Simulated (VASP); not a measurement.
Here is a VASP 6.6.1 calculation.

INCAR

```
ALGO = Fast ; EDIFF = 1E-6
ENCUT = 520 ; GGA = PS
ISIF = 2 ; ISMEAR = 0
LASPH = T ; LCHARG = F
LREAL = F ; LWAVE = F
NBANDS = 32 ; NELM = 60
PREC = Accurate ; SIGMA = 0.15
```

KPOINTS

```
k-points
0
Gamma
  12 12 12
```

File POSCAR:

```
Zr3S2
1.0
    2.7929586191      1.6125154106      3.6064325840
   -2.7929586191      1.6125154106      3.6064325840
    0.0000000000     -3.2250308212      3.6064325841
Zr S
3 2
Direct
    0.1618381745      0.8381618255      0.5000000000
    0.5000000000      0.1618381745      0.8381618255
    0.8381618255      0.5000000000      0.1618381745
    0.3349612447      0.3349612447      0.3349612447
    0.6650387553      0.6650387553      0.6650387553
```

Potentials or basis: VASP PAW PBE potentials, release 64 (Zr_sv, S).

Launch:

```bash
$ cat potpaw_PBE.64/Zr_sv/POTCAR potpaw_PBE.64/S/POTCAR > POTCAR
$ mpirun -np 1 vasp_std > vasp.out
```

Q: Estimate the largest force.

A: 0.088 eV/Å.

Q: Estimate the band gap on the k mesh.

A: Zero (bands 24 and 25 overlap by 0.42 eV).

Stress tensor (GPa, compression positive):
```
 2.78  0.00  0.00
 0.00  2.78  0.00
 0.00  0.00 -5.44
```

Caveat: the cell differs from its parent crystal (strain -0.025 along x and y, +0.050 along z); the stress differs along the axes, from -5 to 3 GPa; the PAW data sets were made with another functional, which shifts forces and pressure a little.
